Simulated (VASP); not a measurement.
# TaGe2N3 (P6/mmm) in VASP: notebook, part 2 of 2

VASP 6.6.1. Earlier steps stand in the parts before.

## 3. Single point, PBE

This run uses another cell than the first one, of 15.23 Å³/atom.

The input, INCAR:

```
PREC = Accurate
ENCUT = 520
EDIFF = 1E-7
ISMEAR = 0
SIGMA = 0.1
LREAL = False
LASPH = True
NELM = 100
ALGO = Normal
ISIF = 2
LWAVE = False
LCHARG = False
GGA = PE
NBANDS = 36
```

The input, KPOINTS:

```
regular mesh
0
Gamma
  6 6 4
```

The input, POSCAR:

```
TaGe2N3
1.0
    5.1749186300      0.0000000000      0.0000000000
   -2.5874593100      4.4816109900      0.0000000000
    0.0000000000      0.0000000000      3.9404608000
Ta Ge N
1 2 3
Direct
    0.0000000000      0.0000000000      0.0000000000
    0.3333333300      0.6666666700      0.0000000000
    0.6666666700      0.3333333300      0.0000000000
    0.3333333300      0.6666666700      0.5000000000
    0.6666666700      0.3333333300      0.5000000000
    0.0000000000      0.0000000000      0.5000000000
```

Potentials or basis: VASP PAW PBE potentials, release 64 (Ta_pv, Ge_d, N).

Run with:

```sh
cat potpaw_PBE.64/Ta_pv/POTCAR potpaw_PBE.64/Ge_d/POTCAR potpaw_PBE.64/N/POTCAR > POTCAR
mpirun -np 1 vasp_std > vasp.out
```

OUTCAR:

```text
PREC = Accurate
   ENCUT = 520
   EDIFF = 1E-7
   ISMEAR = 0
   LREAL = False
   LASPH = True
   NELM = 100
   ISIF = 2
   GGA = PE

 ion  position               nearest neighbor table
   1  0.000  0.000  0.000-   6 1.97   6 1.97   2 2.99   3 2.99   2 2.99   3 2.99   3 2.99   2 2.99

   2  0.333  0.667  0.000-   4 1.97   4 1.97   1 2.99   1 2.99   1 2.99
   3  0.667  0.333  0.000-   5 1.97   5 1.97   1 2.99   1 2.99   1 2.99
   4  0.333  0.667  0.500-   2 1.97   2 1.97
   5  0.667  0.333  0.500-   3 1.97   3 1.97
   6  0.000  0.000  0.500-   1 1.97   1 1.97

  LATTYP: Found a hexagonal cell.
 ALAT       =     5.1749186300
 C/A-ratio  =     0.7614536733

  Lattice vectors:

 A1 = (   5.1749186300,   0.0000000000,   0.0000000000)
 A2 = (  -2.5874593100,   4.4816109900,   0.0000000000)
 A3 = (   0.0000000000,   0.0000000000,   3.9404608000)

Analysis of symmetry for initial positions (statically):
=====================================================================
 Subroutine PRICEL returns:
 Original cell was already a primitive cell.

 Routine SETGRP: Setting up the symmetry group for a
 hexagonal supercell.

 Subroutine GETGRP returns: Found 24 space group operations
 (whereof 24 operations were pure point group operations)
 out of a pool of 24 trial point group operations.

The static configuration has the point symmetry D_6h.

Analysis of symmetry for dynamics (positions and initial velocities):
=====================================================================
 Subroutine PRICEL returns:
 Original cell was already a primitive cell.

 Routine SETGRP: Setting up the symmetry group for a
 hexagonal supercell.

 Subroutine GETGRP returns: Found 24 space group operations
 (whereof 24 operations were pure point group operations)
 out of a pool of 24 trial point group operations.
[... 123 lines left out ...]
   IMIX   =      4    mixing-type and parameters
     AMIX     =   0.40;   BMIX     =  1.00
     AMIX_MAG =   1.60;   BMIX_MAG =  1.00
  volume/ion in A,a.u.               =      15.23       102.79
  Fermi-wavevector in a.u.,A,eV,Ry     =   1.373761  2.596032 25.677178  1.887219
  Thomas-Fermi vector in A             =   2.499249
   LORBIT       =      0    0 simple, 1 ext, 2 COOP (PROOUT), +10 PAW based schemes
   GGA     = PE    functional components
   LHFCALC =     F    Hartree Fock is set to
   AEXX    =    0.0000 exact exchange contribution
   IVDW    =     0    specifies the selected vdW correction
   LEPSILON=     F    determine dielectric tensor
   LRPA    =     F    only Hartree local field effects (RPA)
 non-spin polarized calculation
 Gauss-broadening in eV      SIGMA  =   0.10
  energy-cutoff  :      520.00
  volume of cell :       91.39
 maximum number of plane-waves:      2487
 NGX is ok and might be reduce to    40
   NGX = 19   NGY = 19   NGZ = 15

 number of electron      54.0000012 magnetization

 Free energy of the ion-electron system (eV)
  ---------------------------------------------------
  ext. energy  EPLUGINS =         0.00000000
  ---------------------------------------------------
  free energy    TOTEN  =       -37.96586219 eV

  energy without entropy =      -37.94764131  energy(sigma->0) =      -37.95675175

 E-fermi :   3.6547     XC(G=0): -10.8830

 val. band max:        3.6133197562   @ k =   0.1667   0.0000   0.2500
 cond. band min:       3.6596292221   @ k =   0.3333   0.3333   0.2500
 fundamental gap:      0.0463094659
 Fermi energy:         3.6547329140

 k-point     1 :       0.0000    0.0000    0.0000
  band No.  band energies     occupation
      1     -31.0491      2.00000
      2     -31.0491      2.00000
      3     -30.7968      2.00000
      4     -20.4011      2.00000
      5     -20.3721      2.00000
      6     -20.3721      2.00000
[... 808 lines left out ...]
     35       9.2057      0.00000
     36       9.3168      0.00000

------------------------ aborting loop because EDIFF is reached ----------------------------------------

  FORCE on cell =-STRESS in cart. coord.  units (eV):
  Direction    XX          YY          ZZ          XY          YZ          ZX
  --------------------------------------------------------------------------------------
  -------------------------------------------------------------------------------------
  Total       -1.6584243     -1.6584243     -7.0207754     -0.0000000     -0.0000000     -0.0000000
  in kB      -29.0751223    -29.0751222   -123.0866556     -0.0000000     -0.0000000     -0.0000000
  external PRESSURE =     -60.4123001 kB  Pullay stress =       0.0000000 kB

 VOLUME and BASIS-vectors are now :
 -----------------------------------------------------------------------------
  energy-cutoff  :      520.00
  volume of cell :       91.39
      direct lattice vectors                 reciprocal lattice vectors
     5.174918630  0.000000000  0.000000000     0.193239753  0.111567024  0.000000000
    -2.587459310  4.481610990  0.000000000     0.000000000  0.223134048  0.000000000
     0.000000000  0.000000000  3.940460800     0.000000000  0.000000000  0.253777426

 POSITION                                       TOTAL-FORCE (eV/Angst)
 -----------------------------------------------------------------------------------
      0.00000      0.00000      0.00000        -0.000000      0.000000      0.000000
     -0.00000      2.98774      0.00000         0.000000     -0.000000      0.000000
      2.58746      1.49387      0.00000        -0.000000      0.000000     -0.000000
     -0.00000      2.98774      1.97023        -0.000000     -0.000000      0.000000
      2.58746      1.49387      1.97023         0.000000      0.000000     -0.000000
      0.00000      0.00000      1.97023        -0.000000      0.000000      0.000000
 -----------------------------------------------------------------------------------
    total drift:                                0.000000     -0.000000     -0.000000

  FREE ENERGIE OF THE ION-ELECTRON SYSTEM (eV)
  ---------------------------------------------------
  free  energy   TOTEN  =       -37.9658621940 eV

  energy  without entropy=      -37.9476413070  energy(sigma->0) =      -37.95675175
```

OSZICAR:

```text
N       E                     dE             d eps       ncg     rms          rms(c)
DAV:   1     0.575828111402E+03    0.57583E+03   -0.26254E+04  1948   0.334E+03
DAV:   2     0.522399050128E+02   -0.52359E+03   -0.50121E+03  1568   0.852E+02
DAV:   3    -0.404782324176E+02   -0.92718E+02   -0.89629E+02  1736   0.196E+02
DAV:   4    -0.472050459059E+02   -0.67268E+01   -0.66328E+01  1804   0.582E+01
DAV:   5    -0.473877747824E+02   -0.18273E+00   -0.18244E+00  1812   0.102E+01    0.234E+01
DAV:   6    -0.460391933915E+02    0.13486E+01   -0.13771E+02  1872   0.414E+01    0.209E+01
DAV:   7    -0.389170349288E+02    0.71222E+01   -0.54864E+01  1760   0.211E+01    0.960E+00
DAV:   8    -0.383607511831E+02    0.55628E+00   -0.33382E+00  1728   0.797E+00    0.751E+00
DAV:   9    -0.380689755376E+02    0.29178E+00   -0.42449E-01  1784   0.381E+00    0.472E+00
DAV:  10    -0.380250207012E+02    0.43955E-01   -0.98033E-01  1820   0.385E+00    0.167E+00
DAV:  11    -0.379701736851E+02    0.54847E-01   -0.12452E-01  1732   0.190E+00    0.570E-01
DAV:  12    -0.379663331508E+02    0.38405E-02   -0.37700E-02  1872   0.911E-01    0.198E-01
DAV:  13    -0.379659173115E+02    0.41584E-03   -0.18605E-03  1744   0.306E-01    0.942E-02
DAV:  14    -0.379658685109E+02    0.48801E-04   -0.29419E-04  1908   0.104E-01    0.172E-02
DAV:  15    -0.379658627431E+02    0.57677E-05   -0.17813E-05  1956   0.298E-02    0.836E-03
DAV:  16    -0.379658621759E+02    0.56728E-06   -0.53107E-06  1844   0.109E-02    0.174E-03
DAV:  17    -0.379658621940E+02   -0.18098E-07   -0.30840E-07  1496   0.342E-03
   1 F= -.37965862E+02 E0= -.37956752E+02  d E =-.182209E-01
```

stdout:

```text
POSCAR found type information on POSCAR TaGeN
 POSCAR found :  3 types and       6 ions
 scaLAPACK will be used
 LDA part: xc-table for (Slater+PW92), standard interpolation
 POSCAR, INCAR and KPOINTS ok, starting setup
 FFT: planning ... GRIDC
 FFT: planning ... GRID_SOFT
 FFT: planning ... GRID
 WAVECAR not read
 entering main loop
```

Wall time 54 s (1 thread of AMD EPYC 9R45 (Zen 5), shared host); peak memory 0.21 GiB.

Results:

```yaml
Free_energy: -37.9659 eV
Pressure: -6.0 GPa
Band_gap_on_the_k_mesh: zero (bands 27 and 28 overlap by 0.73 eV)
```

Caveat: the k points lie up to 0.40 Å⁻¹ apart, too coarse for converged energies and pressures of a metal; spin-orbit coupling is left out, which moves the levels of the heavy elements.
